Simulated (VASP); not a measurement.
Write the native input for VASP 6.6.1 that does the following.

```
Task                   : relaxation of cell and atoms
Functional             : PBE
Potentials or basis    : VASP PAW PBE potentials, release 64 (Ca_sv, B)
Cutoff                 : 600 eV
k mesh                 : 8 × 8 × 8
Occupations            : gaussian, width 0.1 eV
Spin                   : no spin polarisation
Dipole correction      : no
Further INCAR settings : ALGO = Normal; EDIFF = 1e-06; IBRION = 2; EDIFFG = -0.04; NSW = 90; ISIF = 3
```

The structure of CaB2 lies in POSCAR:

```
CaB2
1.0
   -1.7446014536      1.7446014536      6.0659361254
    1.7446014536     -1.7446014536      6.0659361254
    1.7446014536      1.7446014536     -6.0659361254
Ca B
2 4
Direct
    0.0000000000      0.0000000000      0.0000000000
    0.7500000000      0.2500000000      0.5000000000
    0.4165000000      0.4165000000      0.0000000000
    0.1665000000      0.6665000000      0.5000000000
    0.3335000000      0.8335000000      0.5000000000
    0.5835000000      0.5835000000      0.0000000000
```

One way to write it, as run:

INCAR

```
SYSTEM = CaB2
ALGO = Normal
EDIFF = 1E-6
EDIFFG = -0.04
ENCUT = 600
GGA = PE
IBRION = 2
ISIF = 3
ISMEAR = 0
LASPH = .True.
LCHARG = .False.
LREAL = .False.
LWAVE = .False.
NELM = 60
NSW = 90
PREC = Accurate
SIGMA = 0.1
```

KPOINTS

```
k-points
0
Gamma
  8 8 8
  0 0 0
```

Potentials or basis: VASP PAW PBE potentials, release 64 (Ca_sv, B).

Launch:

```bash
$ cat potpaw_PBE.64/Ca_sv/POTCAR potpaw_PBE.64/B/POTCAR > POTCAR
$ mpirun -np 1 vasp_std > vasp.out
```

It gave:

```yaml
Relaxed_volume: 12.31 Å³/atom
Relaxed_cell: a = 6.304 Å, b = 6.304 Å, c = 6.304 Å, α = 147.03°, β = 147.03°, γ = 47.31°
Space_group_after_relaxing_to_0.1_Å: I4_1/amd (No. 141)
Energy_gained_by_relaxing: 22.8 meV/atom
Ionic_steps: 7
Pressure_after_relaxing: 0.1 GPa
Largest_force_after_relaxing: 0.013 eV/Å
Band_gap_on_the_k_mesh: zero (bands 16 and 17 overlap by 1.00 eV)
```

Wall time 35 min on 1 thread of Intel(R) Xeon(R) 6975P-C (Granite Rapids) (shared host), peak memory 0.46 GiB.
